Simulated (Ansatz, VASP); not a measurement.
## One calculation of MgO, two programs

File INCAR:

```
SYSTEM = MgO
ALGO = Normal
EDIFF = 1E-6
ENCUT = 520
ISIF = 2
ISMEAR = 0
LASPH = .True.
LCHARG = .False.
LREAL = .False.
LWAVE = .False.
NBANDS = 36
NELM = 100
PREC = Accurate
SIGMA = 0.05
```

Contents of KPOINTS:

```
k-points
0
Gamma
  9 9 2
  0 0 0
```

File POSCAR:

```
MgO
1.0
    2.0806186598     -2.0806186598      0.0000000000
    2.0806186598      0.0000000000     -2.0806186598
    8.3224746391      8.3224746391      8.3224746391
Mg O
6 6
Direct
    1.0000000000      0.0000000000      0.5000000000
    0.3333333333      0.3333333333      0.3333333333
    0.6666666667      0.6666666667      0.6666666667
    1.0000000000      1.0000000000      0.0000000000
    0.3333333333      0.3333333333      0.8333333333
    0.6666666667      0.6666666667      0.1666666667
    0.6666666667      0.6666666667      0.4166666667
    0.0000000000      0.0000000000      0.2500000000
    0.3333333333      0.3333333333      0.5833333333
    0.6666666667      0.6666666667      0.9166666667
    1.0000000000      1.0000000000      0.7500000000
    0.3333333333      0.3333333333      0.0833333333
```

Input for Ansatz:

```yaml
crystal:
  lattice:
    - [2.0806186598, -2.0806186598, 0.0]
    - [2.0806186598, 0.0, -2.0806186598]
    - [8.3224746391, 8.3224746391, 8.3224746391]
  atoms:
    - { symbol: Mg, position: [1.0, 0.0, 0.5] }
    - { symbol: Mg, position: [0.3333333333, 0.3333333333, 0.3333333333] }
    - { symbol: Mg, position: [0.6666666667, 0.6666666667, 0.6666666667] }
    - { symbol: Mg, position: [1.0, 1.0, 0.0] }
    - { symbol: Mg, position: [0.3333333333, 0.3333333333, 0.8333333333] }
    - { symbol: Mg, position: [0.6666666667, 0.6666666667, 0.1666666667] }
    - { symbol: O, position: [0.6666666667, 0.6666666667, 0.4166666667] }
    - { symbol: O, position: [0.0, 0.0, 0.25] }
    - { symbol: O, position: [0.3333333333, 0.3333333333, 0.5833333333] }
    - { symbol: O, position: [0.6666666667, 0.6666666667, 0.9166666667] }
    - { symbol: O, position: [1.0, 1.0, 0.75] }
    - { symbol: O, position: [0.3333333333, 0.3333333333, 0.0833333333] }
basis:
  ecutwfc: 520.0
kpoints:
  mp_grid: { grid: [9, 9, 2] }
hamiltonian:
  xc: lda
  pseudopotentials: { kind: paw, azcp: { folder: soft_1 } }
scf:
  occupations: { method: gaussian, width: 0.05 }
output:
  forces: true
  stress: true
  eigenvalues: true
```

Alike in both runs: task single point; functional LDA; k mesh 9 × 9 × 2; occupations gaussian, width 0.05 eV; no spin polarisation.

```csv
,VASP,Ansatz
version,VASP 6.6.1,Ansatz 0.2.0
potentials or method,"VASP PAW LDA potentials, release 64 (Mg, O), cutoff 520 eV","scalar-relativistic, plane waves, PAW"
valence electrons in the cell,48,96
```

```csv
,VASP,Ansatz,Ansatz less VASP
gap on the k mesh at the Fermi level (eV),5.02,5.02,+0.005
least direct gap on the mesh (eV),5.02,5.02,+0.005
pressure (GPa),-1.9,0.0,+1.89
```

Ansatz warns that its potentials were made for another functional, while VASP's fit it. LDA's correlation is that of Perdew and Zunger in VASP and of Perdew and Wang (1992) in Ansatz. VASP's potentials hold 48 valence electrons a cell and Ansatz's 96, so a difference there can come from the potentials and not from the codes.
